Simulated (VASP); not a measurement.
# TiAl3 (I4/mmm) in VASP: single point with PBEsol

Aim: the single point of TiAl3 with PBEsol.

Program: VASP 6.6.1. These are calculated values, not measurements. Logs are shortened: lines on timing, memory, paths and dates and some standing lists are left out, and cuts for length are marked.

## 1. The cell of the first run

The structure is tetragonal, space group I4/mmm (No. 139). Conventional cell: a = 3.822 Å, b = 3.822 Å, c = 8.561 Å, α = 90.00°, β = 90.00°, γ = 90.00°. Within 3.6 Å of Ti (site symmetry 4/mmm) lie 12 Al at 2.70 to 2.87 Å. Al (site symmetry 4/mmm) has 4 Ti at 2.70 Å and 8 Al at 2.87 Å within 3.6 Å. Within 3.6 Å of Al (site symmetry -4m2) lie 8 Al at 2.70 to 2.87 Å and 4 Ti at 2.87 Å.

## 2. Single point, PBEsol

Contents of INCAR:

```
SYSTEM = TiAl3
ALGO     = Normal         ! electronic algorithm
EDIFF    = 1E-7           ! SCF threshold, eV
ENCUT    = 520            ! plane-wave cutoff, eV
GGA      = PS             ! functional
ISIF     = 2              ! what is computed and relaxed
ISMEAR   = 0              ! smearing method
LASPH    = .True.         ! aspherical terms in the spheres
LCHARG   = .False.        ! write CHGCAR
LREAL    = .False.        ! projectors in reciprocal space
LWAVE    = .False.        ! write WAVECAR
NBANDS   = 18             ! bands
NELM     = 80             ! most SCF steps
PREC     = Accurate       ! precision mode
SIGMA    = 0.05           ! smearing width, eV
```

Contents of KPOINTS:

```
k-points
0
Gamma
  14 14 14
  0 0 0
```

Contents of POSCAR:

```
TiAl3
1.0
   -1.9111067700      1.9111067700      4.2806687900
    1.9111067700     -1.9111067700      4.2806687900
    1.9111067700      1.9111067700     -4.2806687900
Ti Al
1 3
Direct
    0.0000000000      0.0000000000      0.0000000000
    0.5000000000      0.5000000000      0.0000000000
    0.7500000000      0.2500000000      0.5000000000
    0.2500000000      0.7500000000      0.5000000000
```

Potentials or basis: VASP PAW PBE potentials, release 64 (Ti_sv, Al).

Run with:

```sh
cat potpaw_PBE.64/Ti_sv/POTCAR potpaw_PBE.64/Al/POTCAR > POTCAR
mpirun -np 1 vasp_std > vasp.out
```

OUTCAR:

```text
SYSTEM = TiAl3
   EDIFF = 1E-7
   ENCUT = 520
   GGA = PS
   ISIF = 2
   ISMEAR = 0
   LASPH = .True.
   LREAL = .False.
   NELM = 80
   PREC = Accurate

 ion  position               nearest neighbor table
   1  0.000  0.000  0.000-   2 2.70   2 2.70   2 2.70   2 2.70   4 2.87   3 2.87   4 2.87   4 2.87
                             3 2.87   3 2.87   4 2.87   3 2.87
   2  0.500  0.500  0.000-   1 2.70   1 2.70   1 2.70   1 2.70   4 2.87   3 2.87   4 2.87   3 2.87
                             4 2.87   4 2.87   3 2.87   3 2.87
   3  0.750  0.250  0.500-   4 2.70   4 2.70   4 2.70   4 2.70   2 2.87   1 2.87   2 2.87   1 2.87
                             2 2.87   2 2.87   1 2.87   1 2.87
   4  0.250  0.750  0.500-   3 2.70   3 2.70   3 2.70   3 2.70   2 2.87   1 2.87   2 2.87   2 2.87
                             1 2.87   1 2.87   2 2.87   1 2.87

  LATTYP: Found a body centered tetragonal cell.
 ALAT       =     3.8222135400
 C/A-ratio  =     2.2398899199

  Lattice vectors:

 A1 = (  -1.9111067700,   1.9111067700,   4.2806687900)
 A2 = (   1.9111067700,  -1.9111067700,   4.2806687900)
 A3 = (   1.9111067700,   1.9111067700,  -4.2806687900)

Analysis of symmetry for initial positions (statically):
=====================================================================
 Subroutine PRICEL returns:
 Original cell was already a primitive cell.

 Routine SETGRP: Setting up the symmetry group for a
 body centered tetragonal supercell.

 Subroutine GETGRP returns: Found 16 space group operations
 (whereof 16 operations were pure point group operations)
 out of a pool of 16 trial point group operations.

The static configuration has the point symmetry D_4h.

Analysis of symmetry for dynamics (positions and initial velocities):
=====================================================================
 Subroutine PRICEL returns:
 Original cell was already a primitive cell.

 Routine SETGRP: Setting up the symmetry group for a
 body centered tetragonal supercell.

 Subroutine GETGRP returns: Found 16 space group operations
 (whereof 16 operations were pure point group operations)
 out of a pool of 16 trial point group operations.

The dynamic configuration has the point symmetry D_4h.

 Subroutine INISYM returns: Found 16 space group operations
 (whereof 16 operations are pure point group operations),
 and found     1 'primitive' translations

----------------------------------------------------------------------------------------

                                     Primitive cell

  volume of cell :      62.5376

  direct lattice vectors                    reciprocal lattice vectors
    -1.911106770  1.911106770  4.280668790     0.000000000  0.261628501  0.116804178
     1.911106770 -1.911106770  4.280668790     0.261628501  0.000000000  0.116804178
     1.911106770  1.911106770 -4.280668790     0.261628501  0.261628501  0.000000000

  length of vectors
     5.062487873  5.062487873  5.062487873     0.286518217  0.286518217  0.369998575

  position of ions in fractional coordinates (direct lattice)
     0.000000000  0.000000000  0.000000000
     0.500000000  0.500000000  0.000000000
     0.750000000  0.250000000  0.500000000
     0.250000000  0.750000000  0.500000000

  ion indices of the primitive-cell ions
   primitive index   ion index
                 1           1
                 2           2
                 3           3
                 4           4

----------------------------------------------------------------------------------------

 KPOINTS: k-points

Automatic generation of k-mesh.
 Grid dimensions read from file:
 generate k-points for:   14   14   14

 Generating k-lattice:

  Cartesian coordinates                     Fractional coordinates (reciprocal lattice)
     0.000000000  0.018687750  0.008343156     0.071428571  0.000000000  0.000000000
     0.018687750  0.000000000  0.008343156     0.000000000  0.071428571  0.000000000
     0.018687750  0.018687750  0.000000000     0.000000000  0.000000000  0.071428571

  Length of vectors
     0.020465587  0.020465587  0.026428470

  Shift w.r.t. Gamma in fractional coordinates (k-lattice)
     0.000000000  0.000000000  0.000000000

 Subroutine IBZKPT returns following result:
 ===========================================

 Found    244 irreducible k-points:

 Following reciprocal coordinates:
            Coordinates               Weight
  0.000000  0.000000  0.000000      1.000000
  0.071429 -0.000000  0.000000      8.000000
  0.142857  0.000000  0.000000      8.000000
  0.214286 -0.000000  0.000000      8.000000
  0.285714 -0.000000  0.000000      8.000000
  0.357143 -0.000000  0.000000      8.000000
[... 16 lines left out ...]
  0.214286  0.142857  0.000000     16.000000
  0.285714  0.142857  0.000000     16.000000
 [... further k-points ...]
   k-points           NKPTS =    244   k-points in BZ     NKDIM =    244   number of bands    NBANDS=     18
   number of dos      NEDOS =    301   number of ions     NIONS =      4
   total plane-waves  NPLWV =  64000
   dimension x,y,z NGX =    40 NGY =   40 NGZ =   40
   dimension x,y,z NGXF=    80 NGYF=   80 NGZF=   80
   ions per type =               1   3
   NGX,Y,Z   is equivalent  to a cutoff of  13.14, 13.14, 13.14 a.u.
   NGXF,Y,Z  is equivalent  to a cutoff of  26.27, 26.27, 26.27 a.u.
 SYSTEM =  TiAl3
   PREC   = accura    normal or accurate (medium, high low for compatibility)
   ISTART =      0    job   : 0-new  1-cont  2-samecut
   ICHARG =      2    charge: 1-file 2-atom 10-const
   ISPIN  =      1    spin polarized calculation?
   LNONCOLLINEAR =      F non collinear calculations
   LSORBIT =      F    spin-orbit coupling
   LASPH  =      T    aspherical Exc in radial PAW
   ENCUT  =  520.0 eV  38.22 Ry    6.18 a.u.   9.41  9.41  9.41*2*pi/ulx,y,z
   NELM   =     80;   NELMIN=  2; NELMDL= -5     # of ELM steps
   EDIFF  = 0.1E-06   stopping-criterion for ELM
   LREAL  =      F    real-space projection
   EDIFFG = 0.1E-05   stopping-criterion for IOM
   NSW    =      0    number of steps for IOM
   IBRION =     -1    ionic relax: 0-MD 1-quasi-New 2-CG
   NFREE  =      0    steps in history (QN), initial steepest desc. (CG)
   ISIF   =      2    stress and relaxation
   ISYM   =      2    0-nonsym 1-usesym 2-fastsym
   POTIM  = 0.5000    time-step for ionic-motion
   TEBEG  =    0.0;   TEEND  =   0.0 temperature during run
   PSTRESS=    0.0 pullay stress
   NELECT =      21.0000    total number of electrons
   NUPDOWN=      -1.0000    fix difference up-down
   EMIN   =  10.00;   EMAX   =-10.00  energy-range for DOS
   EFERMI =   0.00;   METHOD = LEGACY
   ISMEAR =     0;   SIGMA  =   0.05  broadening in eV -4-tet -1-fermi 0-gaus
   EFERMI_NEDOS =   21; number of points for ismear=-14 and -15
   IALGO  =     38    algorithm
   IMIX   =      4    mixing-type and parameters
     AMIX     =   0.40;   BMIX     =  1.00
     AMIX_MAG =   1.60;   BMIX_MAG =  1.00
  volume/ion in A,a.u.               =      15.63       105.51
  Fermi-wavevector in a.u.,A,eV,Ry     =   1.137891  2.150303 17.616776  1.294796
  Thomas-Fermi vector in A             =   2.274596
   LORBIT       =      0    0 simple, 1 ext, 2 COOP (PROOUT), +10 PAW based schemes
   GGA     = PS    functional components
   LHFCALC =     F    Hartree Fock is set to
   AEXX    =    0.0000 exact exchange contribution
   IVDW    =     0    specifies the selected vdW correction
   LEPSILON=     F    determine dielectric tensor
   LRPA    =     F    only Hartree local field effects (RPA)
 non-spin polarized calculation
 Gauss-broadening in eV      SIGMA  =   0.05
  energy-cutoff  :      520.00
  volume of cell :       62.54
 maximum number of plane-waves:      1703
 NGX is ok and might be reduce to    40
   NGX = 19   NGY = 19   NGZ = 19

 number of electron      20.9999999 magnetization

 Free energy of the ion-electron system (eV)
  ---------------------------------------------------
  ext. energy  EPLUGINS =         0.00000000
  ---------------------------------------------------
  free energy    TOTEN  =       -22.22851810 eV

  energy without entropy =      -22.22630352  energy(sigma->0) =      -22.22741081

 E-fermi :   8.2925     XC(G=0): -10.8778

 val. band max:        8.2911855540   @ k =  -0.1429   0.2857   0.1429
 cond. band min:       8.2962601003   @ k =  -0.3571   0.3571   0.2143
 fundamental gap:      0.0050745463
 Fermi energy:         8.2925308389

 k-point     1 :       0.0000    0.0000    0.0000
  band No.  band energies     occupation
      1     -47.9179      2.00000
      2     -24.3379      2.00000
      3     -24.3379      2.00000
      4     -24.2592      2.00000
      5      -1.8285      2.00000
      6       5.4237      2.00000
[... 10 lines left out ...]
     17      12.1304      0.00000
     18      12.1304      0.00000

 k-point     2 :       0.0714   -0.0000    0.0000
  band No.  band energies     occupation
      1     -47.9178      2.00000
      2     -24.3393      2.00000
      3     -24.3378      2.00000
      4     -24.2591      2.00000
      5      -1.7646      2.00000
      6       5.1121      2.00000
[... 10 lines left out ...]
     17      12.1486      0.00000
     18      12.5120      0.00000

 k-point     3 :       0.1429    0.0000    0.0000
  band No.  band energies     occupation
      1     -47.9176      2.00000
      2     -24.3433      2.00000
      3     -24.3376      2.00000
      4     -24.2589      2.00000
      5      -1.5736      2.00000
      6       4.7275      2.00000
[... 10 lines left out ...]
     17      12.2406      0.00000
     18      13.3451      0.00000

 k-point     4 :       0.2143   -0.0000    0.0000
  band No.  band energies     occupation
      1     -47.9174      2.00000
      2     -24.3491      2.00000
      3     -24.3372      2.00000
      4     -24.2587      2.00000
      5      -1.2587      2.00000
      6       4.2852      2.00000
[... 375 lines left out ...]
      4     -24.2589      2.00000
      5      -1.2402      2.00000
      6       4.0622      2.00000
[... 10 lines left out ...]
     17      13.2580      0.00000
     18      13.3760      0.00000

 k-point    23 :       0.2143    0.1429    0.0000
  band No.  band energies     occupation
      1     -47.9171      2.00000
      2     -24.3487      2.00000
      3     -24.3424      2.00000
      4     -24.2586      2.00000
      5      -0.8908      2.00000
      6       3.7861      2.00000
[... 10 lines left out ...]
     17      12.9656      0.00000
     18      13.9361      0.00000

 k-point    24 :       0.2857    0.1429    0.0000
  band No.  band energies     occupation
      1     -47.9168      2.00000
      2     -24.3549      2.00000
      3     -24.3420      2.00000
      4     -24.2583      2.00000
      5      -0.4268      2.00000
      6       3.3903      2.00000
[... 10 lines left out ...]
     17      13.1040      0.00000
     18      14.1452      0.00000

 [... further k-points ...]
[... 5 lines left out ...]
  --------------------------------------------------------------------------------------
  -------------------------------------------------------------------------------------
  Total       -0.1775395     -0.1775395     -0.1099011      0.0000000      0.0000000      0.0000000
  in kB       -4.5484575     -4.5484575     -2.8156003      0.0000000      0.0000000      0.0000000
  external PRESSURE =      -3.9708384 kB  Pullay stress =       0.0000000 kB

 VOLUME and BASIS-vectors are now :
 -----------------------------------------------------------------------------
  energy-cutoff  :      520.00
  volume of cell :       62.54
      direct lattice vectors                 reciprocal lattice vectors
    -1.911106770  1.911106770  4.280668790     0.000000000  0.261628501  0.116804178
     1.911106770 -1.911106770  4.280668790     0.261628501  0.000000000  0.116804178
     1.911106770  1.911106770 -4.280668790     0.261628501  0.261628501  0.000000000

 POSITION                                       TOTAL-FORCE (eV/Angst)
 -----------------------------------------------------------------------------------
      0.00000      0.00000      0.00000         0.000000      0.000000      0.000000
      0.00000      0.00000      4.28067         0.000000      0.000000      0.000000
      0.00000      1.91111      2.14033        -0.000000     -0.000000     -0.000000
      1.91111      0.00000      2.14033        -0.000000     -0.000000      0.000000
 -----------------------------------------------------------------------------------
    total drift:                               -0.000000     -0.000000     -0.000000

  FREE ENERGIE OF THE ION-ELECTRON SYSTEM (eV)
  ---------------------------------------------------
  free  energy   TOTEN  =       -22.2285181043 eV

  energy  without entropy=      -22.2263035220  energy(sigma->0) =      -22.22741081
```

It took 7 min on 1 thread of Intel Xeon Platinum 8259CL at 2.50GHz (Skylake/Cascade Lake), shared host; peak memory 0.43 GiB.

What came out:

```
Free energy            : -22.2285 eV
Pressure               : -0.4 GPa
Band gap on the k mesh : zero (an odd number of electrons rules out a gap without spin polarisation)
```

Stress tensor (GPa, compression positive):
```
-0.45  0.00  0.00
 0.00 -0.45  0.00
 0.00  0.00 -0.28
```

Levels at points of the mesh, in eV from the Fermi level:
```csv
k point,band 7,band 8,band 9,band 10,band 11,band 12,band 13,band 14,band 15,band 16
"(0.00, 0.00, 0.00)",-2.63,-1.43,-1.24,-1.24,0.84,1.75,1.75,2.22,2.48,3.82
"(0.50, 0.00, 0.00)",-3.63,-2.95,-1.06,-0.27,0.50,1.80,2.09,2.73,3.17,4.52
"(0.50, 0.50, 0.00)",-4.38,-3.77,-2.71,-2.21,-1.00,1.76,1.94,2.70,2.84,3.22
"(0.50, 0.50, 0.50)",-2.02,-0.92,-0.92,-0.25,0.70,0.70,0.96,3.06,4.78,6.13
```

Caveat: the PAW data sets were made with another functional, which shifts forces and pressure a little.
